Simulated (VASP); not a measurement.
# C (P6_3/mmc) in VASP: further runs

Runs on C. Level: PBE. Tasks: single point, relaxation of cell and atoms.

All numbers are computed with VASP 6.6.1; they aren't measurements. Logs are shortened: lines on timing, memory, paths and dates and some standing lists are left out, and cuts for length are marked.

## Step 1: The cell of the first run

Symmetry: P6_3/mmc, No. 194, hexagonal system. The conventional cell has a = 2.578 Å, b = 2.578 Å, c = 8.717 Å, α = 90.00°, β = 90.00°, γ = 120.00°. Within 2.0 Å of C (site symmetry -6m2) lie 3 C at 1.49 Å. Within 2.0 Å of C (site symmetry -6m2) lie 3 C at 1.49 Å.

## Step 2: Single point, PBE (biaxial strain in the a-b plane: +4.5 %, then relaxed in part)

Input file INCAR:

```
PREC = Accurate
ENCUT = 520
EDIFF = 1E-6
ISMEAR = 0
SIGMA = 0.1
LREAL = F
LASPH = T
NELM = 80
ALGO = Normal
ISIF = 2
LWAVE = F
LCHARG = T
GGA = PE
LELF = T
LVHAR = T
NBANDS = 16
```

Input file KPOINTS:

```
Automatic mesh
0
Gamma
  24 24 6
```

Input file POSCAR:

```
C
1.0
    2.5775267841      0.0000000000      0.0000000000
   -1.2887633920      2.2322036740      0.0000000000
    0.0000000000      0.0000000000      8.7165624735
C
4
Direct
    0.0000000000      0.0000000000      0.2500000000
    0.0000000000      0.0000000000      0.7500000000
    0.3333333333      0.6666666667      0.2500000000
    0.6666666667      0.3333333333      0.7500000000
```

Potentials or basis: VASP PAW PBE potentials, release 64 (C).

The run is started by

```
$ cat potpaw_PBE.64/C/POTCAR > POTCAR
$ mpirun -np 1 vasp_std > vasp.out
```

OUTCAR:

```text
PREC = Accurate
   ENCUT = 520
   EDIFF = 1E-6
   ISMEAR = 0
   LREAL = F
   LASPH = T
   NELM = 80
   ISIF = 2
   GGA = PE

 ion  position               nearest neighbor table
   1  0.000  0.000  0.250-   3 1.49   3 1.49   3 1.49
   2  0.000  0.000  0.750-   4 1.49   4 1.49   4 1.49
   3  0.333  0.667  0.250-   1 1.49   1 1.49   1 1.49
   4  0.667  0.333  0.750-   2 1.49   2 1.49   2 1.49

  LATTYP: Found a hexagonal cell.
 ALAT       =     2.5775267841
 C/A-ratio  =     3.3817543729

  Lattice vectors:

 A1 = (   2.5775267841,   0.0000000000,   0.0000000000)
 A2 = (  -1.2887633920,   2.2322036740,   0.0000000000)
 A3 = (   0.0000000000,   0.0000000000,   8.7165624735)

Analysis of symmetry for initial positions (statically):
=====================================================================
 Subroutine PRICEL returns:
 Original cell was already a primitive cell.

 Routine SETGRP: Setting up the symmetry group for a
 hexagonal supercell.

 Subroutine GETGRP returns: Found 24 space group operations
 (whereof 12 operations were pure point group operations)
 out of a pool of 24 trial point group operations.

The static configuration has the point symmetry D_3d.
 The point group associated with its full space group is D_6h.

Analysis of symmetry for dynamics (positions and initial velocities):
=====================================================================
 Subroutine PRICEL returns:
 Original cell was already a primitive cell.

 Routine SETGRP: Setting up the symmetry group for a
 hexagonal supercell.

 Subroutine GETGRP returns: Found 24 space group operations
 (whereof 12 operations were pure point group operations)
 out of a pool of 24 trial point group operations.

The dynamic configuration has the point symmetry D_3d.
 The point group associated with its full space group is D_6h.

 Subroutine INISYM returns: Found 24 space group operations
 (whereof 12 operations are pure point group operations),
 and found     1 'primitive' translations

----------------------------------------------------------------------------------------

                                     Primitive cell

  volume of cell :      50.1513

  direct lattice vectors                    reciprocal lattice vectors
     2.577526784  0.000000000  0.000000000     0.387968810  0.223993897  0.000000000
    -1.288763392  2.232203674  0.000000000     0.000000000  0.447987794  0.000000000
     0.000000000  0.000000000  8.716562473     0.000000000  0.000000000  0.114724125

  length of vectors
     2.577526784  2.577526784  8.716562473     0.447987794  0.447987794  0.114724125

  position of ions in fractional coordinates (direct lattice)
     0.000000000  0.000000000  0.250000000
     0.000000000  0.000000000  0.750000000
     0.333333333  0.666666667  0.250000000
     0.666666667  0.333333333  0.750000000

  ion indices of the primitive-cell ions
   primitive index   ion index
                 1           1
                 2           2
                 3           3
                 4           4

----------------------------------------------------------------------------------------

 KPOINTS: Automatic mesh

Automatic generation of k-mesh.
 Grid dimensions read from file:
 generate k-points for:   24   24    6

 Generating k-lattice:

  Cartesian coordinates                     Fractional coordinates (reciprocal lattice)
     0.016165367  0.009333079  0.000000000     0.041666667  0.000000000  0.000000000
     0.000000000  0.018666158  0.000000000     0.000000000  0.041666667  0.000000000
     0.000000000  0.000000000  0.019120687     0.000000000  0.000000000  0.166666667

  Length of vectors
     0.018666158  0.018666158  0.019120687

  Shift w.r.t. Gamma in fractional coordinates (k-lattice)
     0.000000000  0.000000000  0.000000000

 Subroutine IBZKPT returns following result:
 ===========================================

 Found    244 irreducible k-points:

 Following reciprocal coordinates:
            Coordinates               Weight
  0.000000  0.000000  0.000000      1.000000
  0.041667  0.000000  0.000000      6.000000
  0.083333  0.000000  0.000000      6.000000
  0.125000  0.000000  0.000000      6.000000
  0.166667  0.000000  0.000000      6.000000
  0.208333  0.000000  0.000000      6.000000
[... 16 lines left out ...]
  0.416667  0.041667  0.000000     12.000000
  0.458333  0.041667  0.000000     12.000000
 [... further k-points ...]
   k-points           NKPTS =    244   k-points in BZ     NKDIM =    244   number of bands    NBANDS=     16
   number of dos      NEDOS =    301   number of ions     NIONS =      4
   total plane-waves  NPLWV =  28000
   dimension x,y,z NGX =    20 NGY =   20 NGZ =   70
   dimension x,y,z NGXF=    40 NGYF=   40 NGZF=  140
   ions per type =               4
   NGX,Y,Z   is equivalent  to a cutoff of  12.90, 12.90, 13.35 a.u.
   NGXF,Y,Z  is equivalent  to a cutoff of  25.80, 25.80, 26.70 a.u.
 SYSTEM =  unknown system
   PREC   = accura    normal or accurate (medium, high low for compatibility)
   ISTART =      0    job   : 0-new  1-cont  2-samecut
   ICHARG =      2    charge: 1-file 2-atom 10-const
   ISPIN  =      1    spin polarized calculation?
   LNONCOLLINEAR =      F non collinear calculations
   LSORBIT =      F    spin-orbit coupling
   LASPH  =      T    aspherical Exc in radial PAW
   ENCUT  =  520.0 eV  38.22 Ry    6.18 a.u.   4.79  4.79 16.21*2*pi/ulx,y,z
   NELM   =     80;   NELMIN=  2; NELMDL= -5     # of ELM steps
   EDIFF  = 0.1E-05   stopping-criterion for ELM
   LREAL  =      F    real-space projection
   EDIFFG = 0.1E-04   stopping-criterion for IOM
   NSW    =      0    number of steps for IOM
   IBRION =     -1    ionic relax: 0-MD 1-quasi-New 2-CG
   NFREE  =      0    steps in history (QN), initial steepest desc. (CG)
   ISIF   =      2    stress and relaxation
   ISYM   =      2    0-nonsym 1-usesym 2-fastsym
   POTIM  = 0.5000    time-step for ionic-motion
   TEBEG  =    0.0;   TEEND  =   0.0 temperature during run
   PSTRESS=    0.0 pullay stress
   NELECT =      16.0000    total number of electrons
   NUPDOWN=      -1.0000    fix difference up-down
   EMIN   =  10.00;   EMAX   =-10.00  energy-range for DOS
   EFERMI =   0.00;   METHOD = LEGACY
   ISMEAR =     0;   SIGMA  =   0.10  broadening in eV -4-tet -1-fermi 0-gaus
   EFERMI_NEDOS =   21; number of points for ismear=-14 and -15
   IALGO  =     38    algorithm
   IMIX   =      4    mixing-type and parameters
     AMIX     =   0.40;   BMIX     =  1.00
     AMIX_MAG =   1.60;   BMIX_MAG =  1.00
  volume/ion in A,a.u.               =      12.54        84.61
  Fermi-wavevector in a.u.,A,eV,Ry     =   1.118632  2.113909 17.025494  1.251339
  Thomas-Fermi vector in A             =   2.255265
   LORBIT       =      0    0 simple, 1 ext, 2 COOP (PROOUT), +10 PAW based schemes
   GGA     = PE    functional components
   LHFCALC =     F    Hartree Fock is set to
   AEXX    =    0.0000 exact exchange contribution
   IVDW    =     0    specifies the selected vdW correction
   LEPSILON=     F    determine dielectric tensor
   LRPA    =     F    only Hartree local field effects (RPA)
 non-spin polarized calculation
 Gauss-broadening in eV      SIGMA  =   0.10
  energy-cutoff  :      520.00
  volume of cell :       50.15
 maximum number of plane-waves:      1376
 NGX is ok and might be reduce to    20
   NGX =  9   NGY =  9   NGZ = 33

 number of electron      16.0000000 magnetization

 Free energy of the ion-electron system (eV)
  ---------------------------------------------------
  ext. energy  EPLUGINS =         0.00000000
  ---------------------------------------------------
  free energy    TOTEN  =       -36.42814096 eV

  energy without entropy =      -36.42753596  energy(sigma->0) =      -36.42783846

 E-fermi :   1.9644     XC(G=0):  -8.3754

 val. band max:        1.9640494597   @ k =   0.3333   0.3333   0.1667
 cond. band min:       1.9646008092   @ k =   0.3333   0.3333   0.3333
 fundamental gap:      0.0005513495
 Fermi energy:         1.9643682474

 k-point     1 :       0.0000    0.0000    0.0000
  band No.  band energies     occupation
      1     -16.5301      2.00000
      2     -16.4985      2.00000
      3      -5.0173      2.00000
      4      -4.5659      2.00000
      5      -1.1057      2.00000
      6      -1.1057      2.00000
[... 8 lines left out ...]
     15      11.5967      0.00000
     16      11.6140      0.00000

 k-point     2 :       0.0417    0.0000    0.0000
  band No.  band energies     occupation
      1     -16.4922      2.00000
      2     -16.4607      2.00000
      3      -4.9728      2.00000
      4      -4.5225      2.00000
      5      -1.2686      2.00000
      6      -1.2672      2.00000
[... 8 lines left out ...]
     15      11.6823      0.00000
     16      11.7000      0.00000

 k-point     3 :       0.0833    0.0000    0.0000
  band No.  band energies     occupation
      1     -16.3785      2.00000
      2     -16.3473      2.00000
      3      -4.8398      2.00000
      4      -4.3927      2.00000
      5      -1.7304      2.00000
      6      -1.7280      2.00000
[... 8 lines left out ...]
     15      11.3865      0.00000
     16      11.4144      0.00000

 k-point     4 :       0.1250    0.0000    0.0000
  band No.  band energies     occupation
      1     -16.1894      2.00000
      2     -16.1587      2.00000
      3      -4.6190      2.00000
      4      -4.1774      2.00000
      5      -2.4260      2.00000
      6      -2.4224      2.00000
[... 8 lines left out ...]
     15      10.8342      0.00000
     16      10.8734      0.00000
[... 324 lines left out ...]
 k-point    22 :       0.3750    0.0417    0.0000
  band No.  band energies     occupation
      1     -13.1913      2.00000
      2     -13.1684      2.00000
      3      -8.7389      2.00000
      4      -8.7248      2.00000
      5      -3.9888      2.00000
      6      -3.9846      2.00000
[... 8 lines left out ...]
     15      14.9606      0.00000
     16      16.1729      0.00000

 k-point    23 :       0.4167    0.0417    0.0000
  band No.  band energies     occupation
      1     -12.5259      2.00000
      2     -12.5054      2.00000
      3      -9.6254      2.00000
      4      -9.6106      2.00000
      5      -4.1335      2.00000
      6      -4.1292      2.00000
[... 8 lines left out ...]
     15      14.0215      0.00000
     16      15.4796      0.00000

 k-point    24 :       0.4583    0.0417    0.0000
  band No.  band energies     occupation
      1     -11.9412      2.00000
      2     -11.9269      2.00000
      3     -10.3179      2.00000
      4     -10.3062      2.00000
      5      -4.2066      2.00000
      6      -4.2022      2.00000
[... 8 lines left out ...]
     15      13.7961      0.00000
     16      14.8008      0.00000

 [... further k-points ...]
[... 5 lines left out ...]
  --------------------------------------------------------------------------------------
  -------------------------------------------------------------------------------------
  Total      -10.6827182    -10.6827182     -0.0094078     -0.0000000      0.0000000     -0.0000000
  in kB     -341.2794212   -341.2794212     -0.3005510     -0.0000000      0.0000000     -0.0000000
  external PRESSURE =    -227.6197978 kB  Pullay stress =       0.0000000 kB

 VOLUME and BASIS-vectors are now :
 -----------------------------------------------------------------------------
  energy-cutoff  :      520.00
  volume of cell :       50.15
      direct lattice vectors                 reciprocal lattice vectors
     2.577526784  0.000000000  0.000000000     0.387968810  0.223993897  0.000000000
    -1.288763392  2.232203674  0.000000000     0.000000000  0.447987794  0.000000000
     0.000000000  0.000000000  8.716562473     0.000000000  0.000000000  0.114724125

 POSITION                                       TOTAL-FORCE (eV/Angst)
 -----------------------------------------------------------------------------------
      0.00000      0.00000      2.17914         0.000000      0.000000      0.000000
      0.00000      0.00000      6.53742        -0.000000      0.000000      0.000000
     -0.00000      1.48814      2.17914        -0.000000      0.000000     -0.000000
      1.28876      0.74407      6.53742         0.000000     -0.000000      0.000000
 -----------------------------------------------------------------------------------
    total drift:                                0.000000     -0.000000      0.000000

  FREE ENERGIE OF THE ION-ELECTRON SYSTEM (eV)
  ---------------------------------------------------
  free  energy   TOTEN  =       -36.4281409587 eV

  energy  without entropy=      -36.4275359593  energy(sigma->0) =      -36.42783846
```

Wall time 6.5 min (1 thread of AMD EPYC 7R13, shared host); peak memory 0.24 GiB.

Results:

- Free energy: -36.4281 eV
- Pressure: -22.8 GPa
- Band gap on the k mesh: zero (filled and empty bands touch)

Levels at points of the mesh, in eV from the Fermi level:
```tsv
k point	band 4	band 5	band 6	band 7	band 8	band 9	band 10	band 11	band 12	band 13
(0.00, 0.00, 0.00)	-6.53	-3.07	-3.07	-3.07	-3.07	3.46	6.56	7.48	7.48	7.48
(0.50, 0.00, 0.00)	-12.42	-6.05	-6.05	-2.18	-2.04	1.53	1.70	6.10	6.14	10.33
(0.00, 0.00, 0.50)	-6.77	-3.07	-3.07	-3.07	-3.07	4.65	4.65	7.48	7.48	7.48
(0.50, 0.00, 0.50)	-12.43	-6.05	-6.05	-2.11	-2.11	1.60	1.60	6.12	6.12	11.03
```

Caveat: the cell differs from its parent crystal (biaxial strain in the a-b plane: +4.5 %, then relaxed in part); this functional lacks dispersion, which binds the layers, so the pressure and a relaxed spacing across them are unreliable.

## Step 3: Relaxation of cell and atoms, PBE

This run uses another cell than the first one, of 11.15 Å³/atom, 0.889 times its volume.

Input file INCAR:

```
ALGO = Normal ; EDIFF = 1E-6
EDIFFG = -0.005 ; ENCUT = 600
GGA = PE ; IBRION = 2
ISIF = 3 ; ISMEAR = 0
LASPH = True ; LCHARG = False
LREAL = False ; LWAVE = False
NELM = 80 ; NSW = 100
PREC = Accurate ; SIGMA = 0.1
```

Input file KPOINTS:

```
k-points
0
Gamma
  18 18 6
```

Input file POSCAR:

```
C
1.0
    2.4665328077      0.0000000000      0.0000000000
   -1.2332664039      2.1360800708      0.0000000000
    0.0000000000      0.0000000000      8.4654490968
C
4
Direct
    0.0000000000      0.0000000000      0.2500000000
    0.0000000000      0.0000000000      0.7500000000
    0.3333333333      0.6666666667      0.2500000000
    0.6666666667      0.3333333333      0.7500000000
```

Potentials or basis: VASP PAW PBE potentials, release 64 (C).

The run is started by

```
$ cat potpaw_PBE.64/C/POTCAR > POTCAR
$ mpirun -np 1 vasp_std > vasp.out
```

Wall time 19 min (1 thread of AMD EPYC 7R13, shared host); peak memory 0.19 GiB.

It converged, with:

| Quantity | Value |
| --- | --- |
| Free energy | -36.9162 eV |
| Relaxed volume | 10.48 Å³/atom |
| Relaxed cell | a = 2.467 Å, b = 2.467 Å, c = 7.958 Å, α = 90.00°, β = 90.00°, γ = 120.00° |
| Space group after relaxing (to 0.05 Å) | P6_3/mmc (No. 194) |
| Energy gained by relaxing | 0.6 meV/atom |
| Ionic steps | 14 |
| Pressure after relaxing | -0.1 GPa |
| Band gap on the k mesh | zero (filled and empty bands overlap) |

Step by step:
| step | energy change (eV) | largest force (eV/Å) | pressure (GPa) | volume (Å³) |
| --- | --- | --- | --- | --- |
| 1 | 0.0000 | 0.0000 | 0.02 | 44.60 |
| 2 | 0.0000 | 0.0000 | -0.28 | 44.61 |
| 3 | 0.0000 | 0.0000 | -0.16 | 44.61 |
| 4 | -0.0001 | 0.0000 | -0.15 | 44.58 |
| 5 | -0.0002 | 0.0000 | -0.13 | 44.50 |
| 6 | -0.0004 | 0.0000 | -0.10 | 44.34 |
| 7 | -0.0007 | 0.0000 | -0.05 | 44.01 |
| 8 | -0.0014 | 0.0000 | 0.08 | 43.36 |
| 9 | -0.0022 | 0.0000 | 0.37 | 42.07 |
| 10 | -0.0022 | 0.0000 | 0.28 | 42.03 |
| 11 | -0.0022 | 0.0000 | 0.23 | 42.02 |
| 12 | -0.0023 | 0.0000 | 0.20 | 42.01 |
| 13 | -0.0023 | 0.0000 | 0.14 | 41.98 |
| 14 | -0.0023 | 0.0000 | -0.06 | 41.93 |

Final structure:
```xyz
4
Lattice="2.4668 0.0000 0.0000 -1.2334 2.1363 0.0000 0.0000 0.0000 7.9576" Properties=species:S:1:pos:R:3 pbc="T T T"
C     0.0000    0.0000    1.9894
C     1.2334    2.1363    5.9682
C     0.0000    1.4242    1.9894
C     1.2334    0.7121    5.9682
```

Levels at points of the mesh, in eV from the Fermi level:
```tsv
k point	band 5	band 6	band 7	band 8	band 9	band 10	band 11	band 12
(0.00, 0.00, 0.00)	-3.04	-3.04	-3.04	-3.04	3.31	7.31	8.30	8.30
(0.50, 0.00, 0.00)	-6.42	-6.41	-2.48	-2.24	1.55	1.86	7.31	7.41
(0.00, 0.00, 0.50)	-3.04	-3.04	-3.04	-3.04	4.88	4.88	8.31	8.31
(0.50, 0.00, 0.50)	-6.41	-6.41	-2.36	-2.36	1.67	1.67	7.36	7.36
```

Caveat: this functional lacks dispersion, which binds the layers, so the pressure and a relaxed spacing across them are unreliable.

(Continued in part 2 of 2.)
